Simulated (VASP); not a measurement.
# SiO (F-43m) in VASP: notebook

SiO is run at these levels: PBE; tasks: single point.

Everything below comes from runs of VASP 6.6.1. Logs are shortened: lines on timing, memory, paths and dates and some standing lists are left out, and cuts for length are marked.

## Step 1: The cell of the first run

The structure is cubic, space group F-43m (No. 216). Conventional cell: a = 4.867 Å, b = 4.867 Å, c = 4.867 Å, α = 90.00°, β = 90.00°, γ = 90.00°. Within 2.8 Å of Si (site symmetry -43m) lie 4 O at 2.11 Å. O (site symmetry -43m) has 4 Si at 2.11 Å within 2.8 Å.

## Step 2: Single point, PBE

Contents of INCAR:

```
SYSTEM = SiO
PREC = Accurate
ENCUT = 520
EDIFF = 1E-6
ISMEAR = -1
SIGMA = 0.05
LREAL = .FALSE.
LASPH = .TRUE.
NELM = 100
ALGO = Normal
ISIF = 2
LWAVE = .FALSE.
LCHARG = .TRUE.
GGA = PE
LELF = .TRUE.
LVHAR = .TRUE.
NBANDS = 12
```

Contents of KPOINTS:

```
Automatic mesh
0
G
  9 9 9
  0 0 0
```

Contents of POSCAR:

```
SiO
1.0
    0.0000000000      2.4336400000      2.4336400000
    2.4336400000      0.0000000000      2.4336400000
    2.4336400000      2.4336400000      0.0000000000
Si O
1 1
Direct
    0.7500000000      0.7500000000      0.7500000000
    0.0000000000      0.0000000000      0.0000000000
```

Potentials or basis: VASP PAW PBE potentials, release 64 (Si, O).

Launch:

```bash
cat potpaw_PBE.64/Si/POTCAR potpaw_PBE.64/O/POTCAR > POTCAR
mpirun -np 1 vasp_std > vasp.out
```

OUTCAR:

```text
SYSTEM = SiO
   PREC = Accurate
   ENCUT = 520
   EDIFF = 1E-6
   ISMEAR = -1
   LREAL = .FALSE.
   LASPH = .TRUE.
   NELM = 100
   ISIF = 2
   GGA = PE

 ion  position               nearest neighbor table
   1  0.750  0.750  0.750-   2 2.11   2 2.11   2 2.11   2 2.11
   2  0.000  0.000  0.000-   1 2.11   1 2.11   1 2.11   1 2.11

  LATTYP: Found a face centered cubic cell.
 ALAT       =     4.8672800000

  Lattice vectors:

 A1 = (   0.0000000000,   2.4336400000,   2.4336400000)
 A2 = (   2.4336400000,   0.0000000000,   2.4336400000)
 A3 = (   2.4336400000,   2.4336400000,   0.0000000000)

Analysis of symmetry for initial positions (statically):
=====================================================================
 Subroutine PRICEL returns:
 Original cell was already a primitive cell.

 Routine SETGRP: Setting up the symmetry group for a
 face centered cubic supercell.

 Subroutine GETGRP returns: Found 24 space group operations
 (whereof 24 operations were pure point group operations)
 out of a pool of 48 trial point group operations.

The static configuration has the point symmetry T_d .

Analysis of symmetry for dynamics (positions and initial velocities):
=====================================================================
 Subroutine PRICEL returns:
 Original cell was already a primitive cell.

 Routine SETGRP: Setting up the symmetry group for a
 face centered cubic supercell.

 Subroutine GETGRP returns: Found 24 space group operations
 (whereof 24 operations were pure point group operations)
 out of a pool of 48 trial point group operations.

The dynamic configuration has the point symmetry T_d .

 Subroutine INISYM returns: Found 24 space group operations
 (whereof 24 operations are pure point group operations),
 and found     1 'primitive' translations

----------------------------------------------------------------------------------------

                                     Primitive cell

  volume of cell :      28.8270

  direct lattice vectors                    reciprocal lattice vectors
     0.000000000  2.433640000  2.433640000    -0.205453559  0.205453559  0.205453559
     2.433640000  0.000000000  2.433640000     0.205453559 -0.205453559  0.205453559
     2.433640000  2.433640000  0.000000000     0.205453559  0.205453559 -0.205453559

  length of vectors
     3.441686694  3.441686694  3.441686694     0.355856003  0.355856003  0.355856003

  position of ions in fractional coordinates (direct lattice)
     0.750000000  0.750000000  0.750000000
     0.000000000  0.000000000  0.000000000

  ion indices of the primitive-cell ions
[... 80 lines left out ...]
   NFREE  =      0    steps in history (QN), initial steepest desc. (CG)
   ISIF   =      2    stress and relaxation
   ISYM   =      2    0-nonsym 1-usesym 2-fastsym
   POTIM  = 0.5000    time-step for ionic-motion
   TEBEG  =    0.0;   TEEND  =   0.0 temperature during run
   PSTRESS=    0.0 pullay stress
   NELECT =      10.0000    total number of electrons
   NUPDOWN=      -1.0000    fix difference up-down
   EMIN   =  10.00;   EMAX   =-10.00  energy-range for DOS
   EFERMI =   0.00;   METHOD = LEGACY
   ISMEAR =    -1;   SIGMA  =   0.05  broadening in eV -4-tet -1-fermi 0-gaus
   EFERMI_NEDOS =   21; number of points for ismear=-14 and -15
   IALGO  =     38    algorithm
   IMIX   =      4    mixing-type and parameters
     AMIX     =   0.40;   BMIX     =  1.00
     AMIX_MAG =   1.60;   BMIX_MAG =  1.00
  volume/ion in A,a.u.               =      14.41        97.27
  Fermi-wavevector in a.u.,A,eV,Ry     =   1.150293  2.173739 18.002877  1.323174
  Thomas-Fermi vector in A             =   2.286958
   LORBIT       =      0    0 simple, 1 ext, 2 COOP (PROOUT), +10 PAW based schemes
   GGA     = PE    functional components
   LHFCALC =     F    Hartree Fock is set to
   AEXX    =    0.0000 exact exchange contribution
   IVDW    =     0    specifies the selected vdW correction
   LEPSILON=     F    determine dielectric tensor
   LRPA    =     F    only Hartree local field effects (RPA)
 non-spin polarized calculation
  energy-cutoff  :      520.00
  volume of cell :       28.83
 maximum number of plane-waves:       785
 NGX is ok and might be reduce to    28
   NGX = 13   NGY = 13   NGZ = 13

 number of electron      10.0000002 magnetization

 Free energy of the ion-electron system (eV)
  ---------------------------------------------------
  ext. energy  EPLUGINS =         0.00000000
  ---------------------------------------------------
  free energy    TOTEN  =       -11.01831078 eV

  energy without entropy =      -11.01343623  energy(sigma->0) =      -11.01587350

 E-fermi :   6.3495     XC(G=0):  -9.9346

 val. band max:        6.3019704789   @ k =  -0.4444   0.4444   0.0000
 cond. band min:       6.4096004156   @ k =  -0.4444   0.4444   0.1111
 fundamental gap:      0.1076299367
 Fermi energy:         6.3494939199

 k-point     1 :       0.0000    0.0000    0.0000
  band No.  band energies     occupation
      1     -14.6139      2.00000
      2       0.2147      2.00000
      3       0.9687      2.00000
      4       0.9687      2.00000
      5       0.9687      2.00000
      6       9.9572      0.00000
      7       9.9572      0.00000
      8       9.9572      0.00000
      9      16.6738      0.00000
     10      17.8089      0.00000
     11      17.8089      0.00000
     12      18.5243      0.00000
[... 331 lines left out ...]
 k-point    24 :       0.4444    0.4444    0.0000
  band No.  band energies     occupation
      1     -13.7939      2.00000
      2      -3.1355      2.00000
      3      -0.2317      2.00000
      4      -0.2317      2.00000
      5       4.8979      2.00000
      6       6.1808      1.93371
      7      11.6107      0.00000
      8      11.6107      0.00000
      9      11.7658      0.00000
     10      17.0850      0.00000
     11      21.5240      0.00000
     12      22.9437      0.00000

 [... further k-points ...]
[... 5 lines left out ...]
  --------------------------------------------------------------------------------------
  -------------------------------------------------------------------------------------
  Total       -0.0060887     -0.0060887     -0.0060887      0.0000000     -0.0000000     -0.0000000
  in kB       -0.3384051     -0.3384051     -0.3384051      0.0000000     -0.0000000     -0.0000000
  external PRESSURE =      -0.3384051 kB  Pullay stress =       0.0000000 kB

 VOLUME and BASIS-vectors are now :
 -----------------------------------------------------------------------------
  energy-cutoff  :      520.00
  volume of cell :       28.83
      direct lattice vectors                 reciprocal lattice vectors
     0.000000000  2.433640000  2.433640000    -0.205453559  0.205453559  0.205453559
     2.433640000  0.000000000  2.433640000     0.205453559 -0.205453559  0.205453559
     2.433640000  2.433640000  0.000000000     0.205453559  0.205453559 -0.205453559

 POSITION                                       TOTAL-FORCE (eV/Angst)
 -----------------------------------------------------------------------------------
      3.65046      3.65046      3.65046         0.000000      0.000000      0.000000
      0.00000      0.00000      0.00000        -0.000000     -0.000000     -0.000000
 -----------------------------------------------------------------------------------
    total drift:                                0.000000      0.000000      0.000000

  FREE ENERGIE OF THE ION-ELECTRON SYSTEM (eV)
  ---------------------------------------------------
  free  energy   TOTEN  =       -11.0183107824 eV

  energy  without entropy=      -11.0134362272  energy(sigma->0) =      -11.01587350
```

stdout:

```text
POSCAR found type information on POSCAR SiO
 POSCAR found :  2 types and       2 ions
 scaLAPACK will be used
 LDA part: xc-table for (Slater+PW92), standard interpolation
 POSCAR, INCAR and KPOINTS ok, starting setup
 FFT: planning ... GRIDC
 FFT: planning ... GRID_SOFT
 FFT: planning ... GRID
 WAVECAR not read
 entering main loop
```

Run time: 14 s. Hardware: 1 thread of Intel Xeon Platinum 8259CL at 2.50GHz (Skylake/Cascade Lake), shared host; peak memory 0.15 GiB.

What came out:

```
Free energy            : -11.0183 eV
Pressure               : 0.0 GPa
Band gap on the k mesh : zero (band 5 reaches 6.52 eV, above the bottom of band 6 at 6.18 eV)
```

## Step 3: Single point, PBE

This run uses another cell than the first one, of 13.55 Å³/atom, 0.940 times its volume.

Contents of INCAR:

```
ALGO     = Normal         # electronic algorithm
EDIFF    = 1E-7           # SCF threshold, eV
ENCUT    = 520            # plane-wave cutoff, eV
GGA      = PE             # functional
ISIF     = 2              # what is computed and relaxed
ISMEAR   = -1             # smearing method
LASPH    = True           # aspherical terms in the spheres
LCHARG   = True           # write CHGCAR
LELF     = True           # ELF
LREAL    = False          # projectors in reciprocal space
LVHAR    = True         
LWAVE    = False          # write WAVECAR
NBANDS   = 12             # bands
NELM     = 100            # most SCF steps
PREC     = Accurate       # precision mode
SIGMA    = 0.05           # smearing width, eV
```

Contents of KPOINTS:

```
k-points
0
Gamma
  9 9 9
```

Contents of POSCAR:

```
SiO
1.0
    0.0000000000      2.3839599376      2.3839599376
    2.3839599376      0.0000000000      2.3839599376
    2.3839599376      2.3839599376      0.0000000000
Si O
1 1
Direct
    0.7500000000      0.7500000000      0.7500000000
    0.0000000000      0.0000000000      0.0000000000
```

Potentials or basis: VASP PAW PBE potentials, release 64 (Si, O).

Launch:

```bash
cat potpaw_PBE.64/Si/POTCAR potpaw_PBE.64/O/POTCAR > POTCAR
mpirun -np 1 vasp_std > vasp.out
```

OUTCAR:

```text
EDIFF = 1E-7
   ENCUT = 520
   GGA = PE
   ISIF = 2
   ISMEAR = -1
   LASPH = True
   LREAL = False
   NELM = 100
   PREC = Accurate

 ion  position               nearest neighbor table
   1  0.750  0.750  0.750-   2 2.06   2 2.06   2 2.06   2 2.06
   2  0.000  0.000  0.000-   1 2.06   1 2.06   1 2.06   1 2.06

  LATTYP: Found a face centered cubic cell.
 ALAT       =     4.7679198752

  Lattice vectors:

 A1 = (   0.0000000000,   2.3839599376,   2.3839599376)
 A2 = (   2.3839599376,   0.0000000000,   2.3839599376)
 A3 = (   2.3839599376,   2.3839599376,   0.0000000000)

Analysis of symmetry for initial positions (statically):
=====================================================================
 Subroutine PRICEL returns:
 Original cell was already a primitive cell.

 Routine SETGRP: Setting up the symmetry group for a
 face centered cubic supercell.

 Subroutine GETGRP returns: Found 24 space group operations
 (whereof 24 operations were pure point group operations)
 out of a pool of 48 trial point group operations.

The static configuration has the point symmetry T_d .

Analysis of symmetry for dynamics (positions and initial velocities):
=====================================================================
 Subroutine PRICEL returns:
 Original cell was already a primitive cell.

 Routine SETGRP: Setting up the symmetry group for a
 face centered cubic supercell.

 Subroutine GETGRP returns: Found 24 space group operations
 (whereof 24 operations were pure point group operations)
 out of a pool of 48 trial point group operations.

The dynamic configuration has the point symmetry T_d .

 Subroutine INISYM returns: Found 24 space group operations
 (whereof 24 operations are pure point group operations),
 and found     1 'primitive' translations

----------------------------------------------------------------------------------------

                                     Primitive cell

  volume of cell :      27.0974

  direct lattice vectors                    reciprocal lattice vectors
     0.000000000  2.383959938  2.383959938    -0.209735068  0.209735068  0.209735068
     2.383959938  0.000000000  2.383959938     0.209735068 -0.209735068  0.209735068
     2.383959938  2.383959938  0.000000000     0.209735068  0.209735068 -0.209735068

  length of vectors
     3.371428476  3.371428476  3.371428476     0.363271794  0.363271794  0.363271794

  position of ions in fractional coordinates (direct lattice)
     0.750000000  0.750000000  0.750000000
     0.000000000  0.000000000  0.000000000

  ion indices of the primitive-cell ions
   primitive index   ion index
                 1           1
                 2           2

----------------------------------------------------------------------------------------

 KPOINTS: k-points

Automatic generation of k-mesh.
 Grid dimensions read from file:
 generate k-points for:    9    9    9

 Generating k-lattice:

  Cartesian coordinates                     Fractional coordinates (reciprocal lattice)
    -0.023303896  0.023303896  0.023303896     0.111111111  0.000000000  0.000000000
     0.023303896 -0.023303896  0.023303896     0.000000000  0.111111111  0.000000000
     0.023303896  0.023303896 -0.023303896     0.000000000  0.000000000  0.111111111

  Length of vectors
     0.040363533  0.040363533  0.040363533

  Shift w.r.t. Gamma in fractional coordinates (k-lattice)
     0.000000000  0.000000000  0.000000000

 Subroutine IBZKPT returns following result:
 ===========================================

 Found     35 irreducible k-points:

 Following reciprocal coordinates:
            Coordinates               Weight
  0.000000  0.000000  0.000000      1.000000
  0.111111  0.000000  0.000000      8.000000
  0.222222  0.000000  0.000000      8.000000
  0.333333  0.000000  0.000000      8.000000
  0.444444  0.000000  0.000000      8.000000
  0.111111  0.111111  0.000000      6.000000
[... 16 lines left out ...]
 -0.333333  0.333333  0.000000     12.000000
  0.444444  0.444444  0.000000      6.000000
 [... further k-points ...]
   k-points           NKPTS =     35   k-points in BZ     NKDIM =     35   number of bands    NBANDS=     12
   number of dos      NEDOS =    301   number of ions     NIONS =      2
   total plane-waves  NPLWV =  21952
   dimension x,y,z NGX =    28 NGY =   28 NGZ =   28
   dimension x,y,z NGXF=    56 NGYF=   56 NGZF=   56
   ions per type =               1   1
   NGX,Y,Z   is equivalent  to a cutoff of  13.81, 13.81, 13.81 a.u.
   NGXF,Y,Z  is equivalent  to a cutoff of  27.61, 27.61, 27.61 a.u.
 SYSTEM =  unknown system
   PREC   = accura    normal or accurate (medium, high low for compatibility)
   ISTART =      0    job   : 0-new  1-cont  2-samecut
   ICHARG =      2    charge: 1-file 2-atom 10-const
   ISPIN  =      1    spin polarized calculation?
   LNONCOLLINEAR =      F non collinear calculations
   LSORBIT =      F    spin-orbit coupling
   LASPH  =      T    aspherical Exc in radial PAW
   ENCUT  =  520.0 eV  38.22 Ry    6.18 a.u.   6.27  6.27  6.27*2*pi/ulx,y,z
   NELM   =    100;   NELMIN=  2; NELMDL= -5     # of ELM steps
   EDIFF  = 0.1E-06   stopping-criterion for ELM
   LREAL  =      F    real-space projection
   EDIFFG = 0.1E-05   stopping-criterion for IOM
   NSW    =      0    number of steps for IOM
   IBRION =     -1    ionic relax: 0-MD 1-quasi-New 2-CG
   NFREE  =      0    steps in history (QN), initial steepest desc. (CG)
   ISIF   =      2    stress and relaxation
   ISYM   =      2    0-nonsym 1-usesym 2-fastsym
   POTIM  = 0.5000    time-step for ionic-motion
   TEBEG  =    0.0;   TEEND  =   0.0 temperature during run
   PSTRESS=    0.0 pullay stress
   NELECT =      10.0000    total number of electrons
   NUPDOWN=      -1.0000    fix difference up-down
   EMIN   =  10.00;   EMAX   =-10.00  energy-range for DOS
   EFERMI =   0.00;   METHOD = LEGACY
   ISMEAR =    -1;   SIGMA  =   0.05  broadening in eV -4-tet -1-fermi 0-gaus
   EFERMI_NEDOS =   21; number of points for ismear=-14 and -15
   IALGO  =     38    algorithm
   IMIX   =      4    mixing-type and parameters
     AMIX     =   0.40;   BMIX     =  1.00
     AMIX_MAG =   1.60;   BMIX_MAG =  1.00
  volume/ion in A,a.u.               =      13.55        91.43
  Fermi-wavevector in a.u.,A,eV,Ry     =   1.174264  2.219038 18.761030  1.378897
  Thomas-Fermi vector in A             =   2.310664
   LORBIT       =      0    0 simple, 1 ext, 2 COOP (PROOUT), +10 PAW based schemes
   GGA     = PE    functional components
   LHFCALC =     F    Hartree Fock is set to
   AEXX    =    0.0000 exact exchange contribution
   IVDW    =     0    specifies the selected vdW correction
   LEPSILON=     F    determine dielectric tensor
   LRPA    =     F    only Hartree local field effects (RPA)
 non-spin polarized calculation
  energy-cutoff  :      520.00
  volume of cell :       27.10
 maximum number of plane-waves:       745
 NGX is ok and might be reduce to    28
   NGX = 13   NGY = 13   NGZ = 13

 number of electron      10.0000000 magnetization

 number of electron       9.9999997 magnetization

 Free energy of the ion-electron system (eV)
  ---------------------------------------------------
  ext. energy  EPLUGINS =         0.00000000
  ---------------------------------------------------
  free energy    TOTEN  =       -10.99473595 eV

  energy without entropy =      -10.98953360  energy(sigma->0) =      -10.99213477

 E-fermi :   7.2318     XC(G=0): -10.2276

 val. band max:        7.2057961206   @ k =  -0.4444   0.4444   0.0000
 cond. band min:       7.2882675338   @ k =   0.4444   0.3333   0.0000
 fundamental gap:      0.0824714132
 Fermi energy:         7.2317830269

 k-point     1 :       0.0000    0.0000    0.0000
  band No.  band energies     occupation
      1     -14.4920      2.00000
      2       0.9958      2.00000
      3       1.2751      2.00000
      4       1.2751      2.00000
      5       1.2751      2.00000
      6      10.8525      0.00000
      7      10.8525      0.00000
      8      10.8525      0.00000
      9      17.9494      0.00000
     10      18.6622      0.00000
     11      18.6622      0.00000
     12      19.4673      0.00000
[... 331 lines left out ...]
 k-point    24 :       0.4444    0.4444    0.0000
  band No.  band energies     occupation
      1     -13.5619      2.00000
      2      -2.8608      2.00000
      3       0.0220      2.00000
      4       0.0220      2.00000
      5       5.4325      2.00000
      6       7.0717      1.92176
      7      12.4349      0.00000
      8      12.6222      0.00000
      9      12.6222      0.00000
     10      18.2963      0.00000
     11      22.5878      0.00000
     12      24.1291      0.00000

 [... further k-points ...]
[... 5 lines left out ...]
  --------------------------------------------------------------------------------------
  -------------------------------------------------------------------------------------
  Total        0.7242612      0.7242612      0.7242612      0.0000000      0.0000000     -0.0000000
  in kB       42.8231836     42.8231836     42.8231836      0.0000000      0.0000000     -0.0000000
  external PRESSURE =      42.8231836 kB  Pullay stress =       0.0000000 kB

 VOLUME and BASIS-vectors are now :
 -----------------------------------------------------------------------------
  energy-cutoff  :      520.00
  volume of cell :       27.10
      direct lattice vectors                 reciprocal lattice vectors
     0.000000000  2.383959938  2.383959938    -0.209735068  0.209735068  0.209735068
     2.383959938  0.000000000  2.383959938     0.209735068 -0.209735068  0.209735068
     2.383959938  2.383959938  0.000000000     0.209735068  0.209735068 -0.209735068

 POSITION                                       TOTAL-FORCE (eV/Angst)
 -----------------------------------------------------------------------------------
      3.57594      3.57594      3.57594         0.000000      0.000000      0.000000
      0.00000      0.00000      0.00000        -0.000000     -0.000000     -0.000000
 -----------------------------------------------------------------------------------
    total drift:                                0.000000      0.000000      0.000000

  FREE ENERGIE OF THE ION-ELECTRON SYSTEM (eV)
  ---------------------------------------------------
  free  energy   TOTEN  =       -10.9947359479 eV

  energy  without entropy=      -10.9895336007  energy(sigma->0) =      -10.99213477
```

Wall time 28 s (1 thread of Intel Xeon 8259CL, shared host); peak memory 0.15 GiB.

The run converged, but its numbers aren't listed here, since they failed a check.

(Continued in part 2 of 2.)
